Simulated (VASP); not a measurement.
Set up this calculation in VASP 6.6.1, as the native input.

```
Task                   : single point
Functional             : LDA
Potentials or basis    : VASP PAW LDA potentials, release 64 (Mg, Pd)
Cutoff                 : 520 eV
k mesh                 : 8 × 8 × 8
Occupations            : methfessel-paxton, width 0.15 eV
Spin                   : no spin polarisation
Dipole correction      : no
Further INCAR settings : ALGO = Normal; EDIFF = 1e-07; NBANDS = 14
```

The structure of Mg2Pd lies in POSCAR:

```
Mg2Pd
1.0
   -1.6200259000      1.6200259000      5.0401132800
    1.6200259000     -1.6200259000      5.0401132800
    1.6200259000      1.6200259000     -5.0401132800
Mg Pd
2 1
Direct
    0.6472166100      0.6472166100      0.0000000000
    0.3527833900      0.3527833900      0.0000000000
    0.0000000000      0.0000000000      0.0000000000
```

One way to write it, as run:

INCAR

```
PREC = Accurate
ENCUT = 520
EDIFF = 1E-7
ISMEAR = 1
SIGMA = 0.15
LREAL = False
LASPH = True
NELM = 80
ALGO = Normal
ISIF = 2
LWAVE = False
LCHARG = True
GGA = CA
LELF = True
LVHAR = True
NBANDS = 14
```

KPOINTS

```
regular mesh
0
Gamma
  8 8 8
```

Potentials or basis: VASP PAW LDA potentials, release 64 (Mg, Pd).

Command:

```sh
$ cat potpaw_LDA.64/Mg/POTCAR potpaw_LDA.64/Pd/POTCAR > POTCAR
$ mpirun -np 1 vasp_std > vasp.out
```

Results of the run:

The pressure is -3.9 GPa, the largest force is 0.204 eV/Å and the band gap on the k mesh is zero (band 7 reaches 6.87 eV, above the bottom of band 8 at 4.25 eV).

Wall time 83 s on 1 thread of AMD EPYC 7R13 Processor (Zen 3), with other jobs on the host, peak memory 0.2 GiB.
